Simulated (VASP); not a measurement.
A run of VASP 6.6.1 is set up as follows.

File POSCAR:

```
BN
1.0
    0.0000000000      1.8102120000      1.8102120000
    1.8102120000      0.0000000000      1.8102120000
    1.8102120000      1.8102120000      0.0000000000
B N
1 1
Direct
    0.0000000000      0.0000000000      0.0000000000
    0.2500000000      0.2500000000      0.2500000000
```

INCAR.step1

```
PREC = Accurate ; ENCUT = 660
ISMEAR = 0 ; SIGMA = 0.01
LREAL = F ; LASPH = T
NELM = 120 ; NBANDS = 11
GGA = PE ; ALGO = Normal
EDIFF = 1E-5 ; LWAVE = T
LCHARG = F ; GGA_COMPAT = F
```

The input INCAR.step2:

```
PREC = Accurate ; ENCUT = 660
EDIFF = 1E-6 ; ISMEAR = 0
SIGMA = 0.01 ; LREAL = F
LASPH = T ; NELM = 120
ALGO = Normal ; ISIF = 2
LWAVE = F ; LCHARG = F
METAGGA = R2SCAN ; LMIXTAU = T
NBANDS = 11 ; ISTART = 1
GGA_COMPAT = F
```

File KPOINTS:

```
Automatic mesh
0
Gamma
  12 12 12
```

Potentials or basis: VASP PAW PBE potentials, release 64 (B, N).

Run with:

```bash
$ cat potpaw_PBE.64/B/POTCAR potpaw_PBE.64/N/POTCAR > POTCAR
$ cp INCAR.step1 INCAR
$ mpirun -np 1 vasp_std > vasp.out
$ cp INCAR.step2 INCAR
$ mpirun -np 1 vasp_std > vasp.out
```

(1) What does it give for the pressure?

(2) Predict the band gap on the k mesh.

Results:

(1) -2.3 GPa.

(2) 4.97 eV, indirect (least direct gap 9.50 eV).

Caveat: the PAW data sets were made with another functional, which shifts forces and pressure a little.
